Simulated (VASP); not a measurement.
Runs of VASP 6.6.1 on Si2Ni. The structure is that of space group Fm-3m (No. 225), or close to it. The cells are those of the table. 

| spin | fixed moment (μB) | cell | pressure (GPa) | moment (μB) |
| --- | --- | --- | --- | --- |
| collinear, ferromagnetic start | 0.75 | a = 3.929 Å, angles 60.0°, 3 atoms | (a) | 0.75 |
| collinear, ferromagnetic start | 0.125 | a = 3.784 Å, angles 60.0°, 3 atoms | 0.1 | 0.12 |
| collinear, ferromagnetic start | 0.75 | a = 3.542 Å, angles 60.0°, 3 atoms | (b) | 0.75 |
| collinear, ferromagnetic start | 0.375 | a = 3.929 Å, angles 60.0°, 3 atoms | -14.2 | 0.38 |
| collinear, ferromagnetic start | 1.0 | a = 3.858 Å, angles 60.0°, 3 atoms | -4.9 | 1.00 |
| collinear, ferromagnetic start | 0.75 | a = 3.858 Å, angles 60.0°, 3 atoms | -6.5 | 0.75 |
| collinear, ferromagnetic start | 0.375 | a = 3.784 Å, angles 60.0°, 3 atoms | 0.6 | 0.38 |
| collinear, ferromagnetic start | 0.5 | a = 3.858 Å, angles 60.0°, 3 atoms | (c) | 0.50 |
| off | - | a = 3.858 Å, angles 60.0°, 3 atoms | -8.4 | - |
| collinear, ferromagnetic start | 0.25 | a = 3.784 Å, angles 60.0°, 3 atoms | 0.1 | 0.25 |
| collinear, ferromagnetic start | 0.25 | a = 3.858 Å, angles 60.0°, 3 atoms | -8.3 | 0.25 |
| collinear, ferromagnetic start | 0.375 | a = 3.998 Å, angles 60.0°, 3 atoms | -18.5 | 0.38 |

Alike in all rows: task single point; level LDA; potentials or basis VASP PAW LDA potentials, release 64 (Si, Ni); k mesh 14 × 14 × 14; cutoff (eV) 520; smearing gaussian 0.15 eV.

Task: Fill in the values left out.

Result: (a) -12.9; (b) 57.0; (c) -7.8.

Caveats: the total moment is fixed, so each spin has its own Fermi level (some runs).
